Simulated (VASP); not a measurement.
# TiC (Fm-3m) in VASP: further runs

Runs on TiC. Level: PBE. Tasks: single point.

Program: VASP 6.6.1. These are calculated values, not measurements. Logs are shortened: lines on timing, memory, paths and dates and some standing lists are left out, and cuts for length are marked.

### 1 The cell of the first run

Symmetry: Fm-3m, No. 225, cubic system. The conventional cell has a = 4.152 Å, b = 4.152 Å, c = 4.152 Å, α = 90.00°, β = 90.00°, γ = 90.00°. Within 2.7 Å of Ti (site symmetry m-3m) lie 6 C at 2.08 Å. C (site symmetry m-3m) has 6 Ti at 2.08 Å within 2.7 Å.

### 2 Single point, PBE (8.95 Å³/atom)

Contents of INCAR:

```
PREC     = Accurate       # precision mode
ENCUT    = 520            # plane-wave cutoff, eV
EDIFF    = 1E-7           # SCF threshold, eV
ISMEAR   = 0              # smearing method
SIGMA    = 0.1            # smearing width, eV
LREAL    = F              # projectors in reciprocal space
LASPH    = T              # aspherical terms in the spheres
NELM     = 60             # most SCF steps
ALGO     = Normal         # electronic algorithm
ISIF     = 2              # what is computed and relaxed
LWAVE    = F              # write WAVECAR
LCHARG   = F              # write CHGCAR
GGA      = PE             # functional
NBANDS   = 15             # bands
```

Contents of KPOINTS:

```
regular mesh
0
Gamma
  16 16 16
```

Contents of POSCAR:

```
TiC
1.0
    0.0000000000      2.0760366837      2.0760366837
    2.0760366837      0.0000000000      2.0760366837
    2.0760366837      2.0760366837      0.0000000000
Ti C
1 1
Direct
    0.0000000000      0.0000000000      0.0000000000
    0.5000000000      0.5000000000      0.5000000000
```

Potentials or basis: VASP PAW PBE potentials, release 64 (Ti_sv, C).

Run with:

```bash
$ cat potpaw_PBE.64/Ti_sv/POTCAR potpaw_PBE.64/C/POTCAR > POTCAR
$ mpirun -np 1 vasp_std > vasp.out
```

OUTCAR:

```text
PREC = Accurate
   ENCUT = 520
   EDIFF = 1E-7
   ISMEAR = 0
   LREAL = F
   LASPH = T
   NELM = 60
   ISIF = 2
   GGA = PE

 ion  position               nearest neighbor table
   1  0.000  0.000  0.000-   2 2.08   2 2.08   2 2.08   2 2.08   2 2.08   2 2.08
   2  0.500  0.500  0.500-   1 2.08   1 2.08   1 2.08   1 2.08   1 2.08   1 2.08

  LATTYP: Found a face centered cubic cell.
 ALAT       =     4.1520733674

  Lattice vectors:

 A1 = (   0.0000000000,   2.0760366837,   2.0760366837)
 A2 = (   2.0760366837,   0.0000000000,   2.0760366837)
 A3 = (   2.0760366837,   2.0760366837,   0.0000000000)

Analysis of symmetry for initial positions (statically):
=====================================================================
 Subroutine PRICEL returns:
 Original cell was already a primitive cell.

 Routine SETGRP: Setting up the symmetry group for a
 face centered cubic supercell.

 Subroutine GETGRP returns: Found 48 space group operations
 (whereof 48 operations were pure point group operations)
 out of a pool of 48 trial point group operations.

The static configuration has the point symmetry O_h .

Analysis of symmetry for dynamics (positions and initial velocities):
=====================================================================
 Subroutine PRICEL returns:
 Original cell was already a primitive cell.

 Routine SETGRP: Setting up the symmetry group for a
 face centered cubic supercell.

 Subroutine GETGRP returns: Found 48 space group operations
 (whereof 48 operations were pure point group operations)
 out of a pool of 48 trial point group operations.

The dynamic configuration has the point symmetry O_h .

 Subroutine INISYM returns: Found 48 space group operations
 (whereof 48 operations are pure point group operations),
 and found     1 'primitive' translations

----------------------------------------------------------------------------------------

                                     Primitive cell

  volume of cell :      17.8951

  direct lattice vectors                    reciprocal lattice vectors
     0.000000000  2.076036684  2.076036684    -0.240843528  0.240843528  0.240843528
     2.076036684  0.000000000  2.076036684     0.240843528 -0.240843528  0.240843528
     2.076036684  2.076036684  0.000000000     0.240843528  0.240843528 -0.240843528

  length of vectors
     2.935959234  2.935959234  2.935959234     0.417153228  0.417153228  0.417153228

  position of ions in fractional coordinates (direct lattice)
     0.000000000  0.000000000  0.000000000
     0.500000000  0.500000000  0.500000000

  ion indices of the primitive-cell ions
   primitive index   ion index
                 1           1
                 2           2

----------------------------------------------------------------------------------------

 KPOINTS: regular mesh

Automatic generation of k-mesh.
 Grid dimensions read from file:
 generate k-points for:   16   16   16

 Generating k-lattice:

  Cartesian coordinates                     Fractional coordinates (reciprocal lattice)
    -0.015052721  0.015052721  0.015052721     0.062500000  0.000000000  0.000000000
     0.015052721 -0.015052721  0.015052721     0.000000000  0.062500000  0.000000000
     0.015052721  0.015052721 -0.015052721     0.000000000  0.000000000  0.062500000

  Length of vectors
     0.026072077  0.026072077  0.026072077

  Shift w.r.t. Gamma in fractional coordinates (k-lattice)
     0.000000000  0.000000000  0.000000000

 Subroutine IBZKPT returns following result:
 ===========================================

 Found    145 irreducible k-points:

 Following reciprocal coordinates:
            Coordinates               Weight
  0.000000  0.000000  0.000000      1.000000
  0.062500  0.000000  0.000000      8.000000
  0.125000  0.000000  0.000000      8.000000
  0.187500  0.000000  0.000000      8.000000
  0.250000  0.000000  0.000000      8.000000
  0.312500  0.000000  0.000000      8.000000
[... 16 lines left out ...]
 -0.125000  0.062500  0.000000     24.000000
 -0.062500  0.062500  0.000000     12.000000
 [... further k-points ...]
   k-points           NKPTS =    145   k-points in BZ     NKDIM =    145   number of bands    NBANDS=     15
   number of dos      NEDOS =    301   number of ions     NIONS =      2
   total plane-waves  NPLWV =  13824
   dimension x,y,z NGX =    24 NGY =   24 NGZ =   24
   dimension x,y,z NGXF=    48 NGYF=   48 NGZF=   48
   ions per type =               1   1
   NGX,Y,Z   is equivalent  to a cutoff of  13.59, 13.59, 13.59 a.u.
   NGXF,Y,Z  is equivalent  to a cutoff of  27.18, 27.18, 27.18 a.u.
 SYSTEM =  unknown system
   PREC   = accura    normal or accurate (medium, high low for compatibility)
   ISTART =      0    job   : 0-new  1-cont  2-samecut
   ICHARG =      2    charge: 1-file 2-atom 10-const
   ISPIN  =      1    spin polarized calculation?
   LNONCOLLINEAR =      F non collinear calculations
   LSORBIT =      F    spin-orbit coupling
   LASPH  =      T    aspherical Exc in radial PAW
   ENCUT  =  520.0 eV  38.22 Ry    6.18 a.u.   5.46  5.46  5.46*2*pi/ulx,y,z
   NELM   =     60;   NELMIN=  2; NELMDL= -5     # of ELM steps
   EDIFF  = 0.1E-06   stopping-criterion for ELM
   LREAL  =      F    real-space projection
   EDIFFG = 0.1E-05   stopping-criterion for IOM
   NSW    =      0    number of steps for IOM
   IBRION =     -1    ionic relax: 0-MD 1-quasi-New 2-CG
   NFREE  =      0    steps in history (QN), initial steepest desc. (CG)
   ISIF   =      2    stress and relaxation
   ISYM   =      2    0-nonsym 1-usesym 2-fastsym
   POTIM  = 0.5000    time-step for ionic-motion
   TEBEG  =    0.0;   TEEND  =   0.0 temperature during run
   PSTRESS=    0.0 pullay stress
   NELECT =      16.0000    total number of electrons
   NUPDOWN=      -1.0000    fix difference up-down
   EMIN   =  10.00;   EMAX   =-10.00  energy-range for DOS
   EFERMI =   0.00;   METHOD = LEGACY
   ISMEAR =     0;   SIGMA  =   0.10  broadening in eV -4-tet -1-fermi 0-gaus
   EFERMI_NEDOS =   21; number of points for ismear=-14 and -15
   IALGO  =     38    algorithm
   IMIX   =      4    mixing-type and parameters
     AMIX     =   0.40;   BMIX     =  1.00
     AMIX_MAG =   1.60;   BMIX_MAG =  1.00
  volume/ion in A,a.u.               =       8.95        60.38
  Fermi-wavevector in a.u.,A,eV,Ry     =   1.577138  2.980359 33.842662  2.487366
  Thomas-Fermi vector in A             =   2.677866
   LORBIT       =      0    0 simple, 1 ext, 2 COOP (PROOUT), +10 PAW based schemes
   GGA     = PE    functional components
   LHFCALC =     F    Hartree Fock is set to
   AEXX    =    0.0000 exact exchange contribution
   IVDW    =     0    specifies the selected vdW correction
   LEPSILON=     F    determine dielectric tensor
   LRPA    =     F    only Hartree local field effects (RPA)
 non-spin polarized calculation
 Gauss-broadening in eV      SIGMA  =   0.10
  energy-cutoff  :      520.00
  volume of cell :       17.90
 maximum number of plane-waves:       531
 NGX is ok and might be reduce to    24
   NGX = 11   NGY = 11   NGZ = 11

 number of electron      15.9999998 magnetization

 Free energy of the ion-electron system (eV)
  ---------------------------------------------------
  ext. energy  EPLUGINS =         0.00000000
  ---------------------------------------------------
  free energy    TOTEN  =       -18.42253100 eV

  energy without entropy =      -18.42091200  energy(sigma->0) =      -18.42172150

 E-fermi :  10.9715     XC(G=0): -13.3685

 val. band max:       10.9394205563   @ k =   0.1250   0.0625   0.0000
 cond. band min:      10.9813111146   @ k =   0.4375   0.4375   0.0000
 fundamental gap:      0.0418905583
 Fermi energy:        10.9715341548

 k-point     1 :       0.0000    0.0000    0.0000
  band No.  band energies     occupation
      1     -45.2503      2.00000
      2     -21.1861      2.00000
      3     -21.1861      2.00000
      4     -21.1861      2.00000
      5      -2.0057      2.00000
      6      11.7015      0.00000
      7      11.7015      0.00000
      8      11.7015      0.00000
      9      12.8188      0.00000
     10      12.8188      0.00000
     11      12.8188      0.00000
     12      12.9652      0.00000
     13      12.9652      0.00000
     14      23.4218      0.00000
     15      25.5123      0.00000

 k-point     2 :       0.0625    0.0000    0.0000
  band No.  band energies     occupation
      1     -45.2455      2.00000
      2     -21.2178      2.00000
      3     -21.1888      2.00000
      4     -21.1888      2.00000
      5      -1.9012      2.00000
      6      11.2008      0.00119
      7      11.4767      0.00000
      8      11.4767      0.00000
      9      12.1135      0.00000
     10      12.1135      0.00000
     11      13.1151      0.00000
     12      14.0510      0.00000
     13      14.0510      0.00000
     14      23.5707      0.00000
     15      25.6124      0.00000

 k-point     3 :       0.1250    0.0000    0.0000
  band No.  band energies     occupation
      1     -45.2317      2.00000
      2     -21.3072      2.00000
      3     -21.1965      2.00000
      4     -21.1965      2.00000
      5      -1.5954      2.00000
      6      10.2385      2.00000
      7      10.6127      2.00000
      8      10.6127      2.00000
      9      12.2044      0.00000
     10      12.2044      0.00000
     11      13.5277      0.00000
     12      15.2776      0.00000
     13      15.2776      0.00000
     14      23.9130      0.00000
     15      25.8193      0.00000
[... 343 lines left out ...]
 k-point    23 :      -0.1250    0.0625    0.0000
  band No.  band energies     occupation
      1     -45.2217      2.00000
      2     -21.3590      2.00000
      3     -21.2256      2.00000
      4     -21.1918      2.00000
      5      -1.3686      2.00000
      6       9.7168      2.00000
      7      10.0306      2.00000
      8      10.2594      2.00000
      9      12.0688      0.00000
     10      12.7393      0.00000
     11      13.8748      0.00000
     12      15.1414      0.00000
     13      16.3952      0.00000
     14      24.1369      0.00000
     15      25.9139      0.00000

 k-point    24 :      -0.0625    0.0625    0.0000
  band No.  band energies     occupation
      1     -45.2377      2.00000
      2     -21.2614      2.00000
      3     -21.2064      2.00000
      4     -21.1873      2.00000
      5      -1.7307      2.00000
      6      10.7059      1.99983
      7      10.8818      1.79564
      8      10.9065      1.64239
      9      11.8333      0.00000
     10      12.5385      0.00000
     11      13.4999      0.00000
     12      14.2274      0.00000
     13      15.1880      0.00000
     14      23.7977      0.00000
     15      25.7453      0.00000

 [... further k-points ...]

------------------------ aborting loop because EDIFF is reached ----------------------------------------

  FORCE on cell =-STRESS in cart. coord.  units (eV):
  Direction    XX          YY          ZZ          XY          YZ          ZX
  --------------------------------------------------------------------------------------
  -------------------------------------------------------------------------------------
  Total        4.6257338      4.6257338      4.6257338      0.0000000      0.0000000      0.0000000
  in kB      414.1485562    414.1485562    414.1485562      0.0000000      0.0000000      0.0000000
  external PRESSURE =     414.1485562 kB  Pullay stress =       0.0000000 kB

 VOLUME and BASIS-vectors are now :
 -----------------------------------------------------------------------------
  energy-cutoff  :      520.00
  volume of cell :       17.90
      direct lattice vectors                 reciprocal lattice vectors
     0.000000000  2.076036684  2.076036684    -0.240843528  0.240843528  0.240843528
     2.076036684  0.000000000  2.076036684     0.240843528 -0.240843528  0.240843528
     2.076036684  2.076036684  0.000000000     0.240843528  0.240843528 -0.240843528

 POSITION                                       TOTAL-FORCE (eV/Angst)
 -----------------------------------------------------------------------------------
      0.00000      0.00000      0.00000        -0.000000      0.000000     -0.000000
      2.07604      2.07604      2.07604         0.000000     -0.000000      0.000000
 -----------------------------------------------------------------------------------
    total drift:                                0.000000     -0.000000     -0.000000

  FREE ENERGIE OF THE ION-ELECTRON SYSTEM (eV)
  ---------------------------------------------------
  free  energy   TOTEN  =       -18.4225310038 eV

  energy  without entropy=      -18.4209120033  energy(sigma->0) =      -18.42172150
```

Wall time 55 s (1 thread of Intel Xeon 8259CL, shared host); peak memory 0.17 GiB.

Results:

```
Free energy            : -18.4225 eV
Pressure               : 41.4 GPa
Band gap on the k mesh : zero (bands 8 and 9 overlap by 1.16 eV)
```

Levels at points of the mesh, in eV from the Fermi level:
| k point | band 4 | band 5 | band 6 | band 7 | band 8 | band 9 | band 10 | band 11 | band 12 | band 13 |
| --- | --- | --- | --- | --- | --- | --- | --- | --- | --- | --- |
| (0.00, 0.00, 0.00) | -32.16 | -12.98 | 0.73 | 0.73 | 0.73 | 1.85 | 1.85 | 1.85 | 1.99 | 1.99 |
| (0.50, 0.00, 0.00) | -32.23 | -8.84 | -6.44 | -3.33 | -3.33 | 3.45 | 3.45 | 4.87 | 8.95 | 9.46 |
| (0.50, 0.50, 0.00) | -32.42 | -10.64 | -3.47 | -2.03 | 0.10 | 0.10 | 3.20 | 4.18 | 4.18 | 7.09 |

Caveat: the cell stands under pressure.

(Part 1 of 3 ends here.)
